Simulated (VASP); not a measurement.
# HC12 (a cell with a defect) in VASP: further runs, part 2 of 2

VASP 6.6.1. The steps go on from the part before.

## (3) Single point, LDA

Input file INCAR:

```
SYSTEM = HC12
ALGO = Normal ; EDIFF = 1E-6
ENCUT = 520 ; ISIF = 2
ISMEAR = 0 ; LASPH = .TRUE.
LCHARG = .FALSE. ; LREAL = .FALSE.
LWAVE = .FALSE. ; NBANDS = 36
NELECT = 48.0 ; NELM = 100
PREC = Accurate ; SIGMA = 0.05
```

Input file KPOINTS:

```
k-points
0
G
  6 6 6
  0 0 0
```

Input file POSCAR:

```
HC12
1.0
    1.7657489870     -3.5314979740     -1.7657489870
    3.5314979740     -1.7657489870      1.7657489870
   -1.7657489870     -3.5314979740      1.7657489870
C H
12 1
Direct
    0.2500000000      1.0000000000      0.2500000000
    0.0833333333      0.3333333333      0.7500000000
    0.9166666667      0.6666666667      0.2500000000
    0.7500000000      1.0000000000      0.7500000000
    0.5833333333      0.3333333333      0.2500000000
    0.4166666667      0.6666666667      0.7500000000
    0.9583333333      0.3333333333      0.1250000000
    0.7916666667      0.6666666667      0.6250000000
    0.6250000000      1.0000000000      0.1250000000
    0.4583333333      0.3333333333      0.6250000000
    0.2916666667      0.6666666667      0.1250000000
    0.1250000000      1.0000000000      0.6250000000
    1.2916666667      0.4166666667      0.3750000000
```

Potentials or basis: VASP PAW LDA potentials, release 64 (C, H).

Started as:

```sh
$ cat potpaw_LDA.64/C/POTCAR potpaw_LDA.64/H/POTCAR > POTCAR
$ mpirun -np 1 vasp_std > vasp.out
```

OUTCAR:

```text
SYSTEM = HC12
   EDIFF = 1E-6
   ENCUT = 520
   ISIF = 2
   ISMEAR = 0
   LASPH = .TRUE.
   LREAL = .FALSE.
   NELECT = 48.0
   NELM = 100
   PREC = Accurate

 ion  position               nearest neighbor table
   1  0.250  0.000  0.250-  11 1.53   9 1.53   7 1.53  12 1.53
   2  0.083  0.333  0.750-  12 1.53   8 1.53  10 1.53   7 1.53
   3  0.917  0.667  0.250-   8 1.53   9 1.53  11 1.53   7 1.53
   4  0.750  0.000  0.750-   8 1.53   9 1.53  10 1.53  12 1.53
   5  0.583  0.333  0.250-  13 1.08   9 1.53  10 1.53  11 1.53   7 1.53
   6  0.417  0.667  0.750-   8 1.53  11 1.53  12 1.53  10 1.53
   7  0.958  0.333  0.125-   1 1.53   2 1.53   5 1.53   3 1.53
   8  0.792  0.667  0.625-   4 1.53   3 1.53   2 1.53   6 1.53
   9  0.625  0.000  0.125-   5 1.53   3 1.53   4 1.53   1 1.53
[... 1173 lines left out ...]
     1.765748987 -3.531497974 -1.765748987     0.047194326 -0.141582978 -0.235971630
     3.531497974 -1.765748987  1.765748987     0.188777304  0.000000000  0.188777304
    -1.765748987 -3.531497974  1.765748987    -0.141582978 -0.141582978  0.141582978

 POSITION                                       TOTAL-FORCE (eV/Angst)
 -----------------------------------------------------------------------------------
      0.00000     -1.76575      0.00000        -0.513278     -0.028496     -0.016297
     -0.00000     -3.53150      1.76575        -1.095832      0.225927      0.740860
      3.53150     -5.29725     -0.00000        -0.030519      0.949009      0.793947
      0.00000     -5.29725      0.00000         0.110698      0.116673     -0.332952
      1.76575     -3.53150      0.00000         1.323957     -1.344175     -4.880911
      1.76575     -5.29725      1.76575         0.102299      0.186675     -0.403961
      2.64862     -4.41437     -0.88287         0.551902     -0.332530     -0.112800
      2.64862     -6.18012      0.88287        -0.232620      0.022848      0.664217
      0.88287     -2.64862     -0.88287        -0.042035      0.517405     -0.692507
      0.88287     -4.41437      0.88287        -1.298714     -2.401675      0.815446
      2.64862     -2.64862      0.88287         2.255074      1.321303      0.594182
     -0.88287     -2.64862      0.88287        -0.237620     -0.066902      0.211364
      1.32431     -3.09006      0.88287        -0.893313      0.833939      2.619411
 -----------------------------------------------------------------------------------
    total drift:                               -0.000204      0.000196      0.000009

  FREE ENERGIE OF THE ION-ELECTRON SYSTEM (eV)
  ---------------------------------------------------
  free  energy   TOTEN  =      -131.5448708231 eV

  energy  without entropy=     -131.5448708231  energy(sigma->0) =     -131.54487082
```

OSZICAR:

```text
N       E                     dE             d eps       ncg     rms          rms(c)
DAV:   1     0.100975650241E+03    0.10098E+03   -0.25538E+04  8064   0.131E+03
DAV:   2    -0.127248618167E+03   -0.22822E+03   -0.21533E+03 10500   0.257E+02
DAV:   3    -0.135911205256E+03   -0.86626E+01   -0.86008E+01 10656   0.460E+01
DAV:   4    -0.136004118071E+03   -0.92913E-01   -0.92698E-01 10476   0.534E+00
DAV:   5    -0.136006011675E+03   -0.18936E-02   -0.18921E-02 10376   0.703E-01    0.144E+01
DAV:   6    -0.132786988383E+03    0.32190E+01   -0.22057E+00  9460   0.703E+00    0.835E+00
DAV:   7    -0.131549058348E+03    0.12379E+01   -0.28807E+00  9668   0.799E+00    0.182E+00
DAV:   8    -0.131545098238E+03    0.39601E-02   -0.85737E-02 10128   0.155E+00    0.422E-01
DAV:   9    -0.131544953351E+03    0.14489E-03   -0.45407E-03 10068   0.382E-01    0.760E-02
DAV:  10    -0.131544871379E+03    0.81972E-04   -0.55245E-04  9988   0.120E-01    0.228E-02
DAV:  11    -0.131544871267E+03    0.11210E-06   -0.31487E-05 10272   0.336E-02    0.141E-02
DAV:  12    -0.131544870823E+03    0.44379E-06   -0.70917E-06  9944   0.143E-02
   1 F= -.13154487E+03 E0= -.13154487E+03  d E =-.146371E-10
```

It took 3.1 min on 1 thread of Intel Xeon 8259CL, shared host; peak memory 0.28 GiB.

Results:

- Free energy: -131.5449 eV
- Largest force: 5.233 eV/Å

Forces in eV/Å, atoms in the order of the input:
```
C   -0.513 -0.028 -0.016
C   -1.096  0.226  0.741
C   -0.031  0.949  0.794
C    0.111  0.117 -0.333
C    1.324 -1.344 -4.881
C    0.102  0.187 -0.404
C    0.552 -0.333 -0.113
C   -0.233  0.023  0.664
C   -0.042  0.517 -0.693
C   -1.299 -2.402  0.815
C    2.255  1.321  0.594
C   -0.238 -0.067  0.211
H   -0.893  0.834  2.619
```

Levels at points of the mesh, in eV from the Fermi level:
| k point | band 21 | band 22 | band 23 | band 24 | band 25 | band 26 | band 27 | band 28 |
| --- | --- | --- | --- | --- | --- | --- | --- | --- |
| (0.00, 0.00, 0.00) | -3.07 | -0.29 | -0.29 | -0.20 | 3.45 | 5.27 | 5.35 | 5.49 |
| (0.50, 0.00, 0.00) | -4.61 | -4.39 | -2.42 | -2.09 | 3.78 | 6.00 | 6.28 | 6.72 |
| (0.50, 0.50, 0.00) | -4.52 | -4.37 | -2.55 | -2.16 | 4.70 | 5.90 | 6.13 | 6.63 |
| (0.00, 0.50, 0.00) | -3.17 | -3.05 | -1.95 | -1.47 | 2.97 | 4.50 | 6.14 | 7.64 |
| (0.00, 0.00, 0.50) | -2.51 | -2.19 | -1.86 | -1.78 | 4.01 | 6.81 | 7.05 | 7.19 |
| (0.50, 0.00, 0.50) | -3.74 | -3.54 | -3.06 | -3.04 | 2.78 | 4.50 | 5.29 | 5.94 |
| (0.50, 0.50, 0.50) | -3.89 | -3.53 | -3.05 | -3.00 | 2.71 | 4.48 | 5.34 | 5.83 |
| (0.00, 0.50, 0.50) | -4.53 | -4.31 | -4.24 | -4.05 | 3.54 | 5.72 | 6.00 | 6.13 |

Caveat: the cell carries a net charge on a neutralising background, which shifts energy and pressure; the cell is charged against a uniform background, so pressure and absolute levels hang on convention.
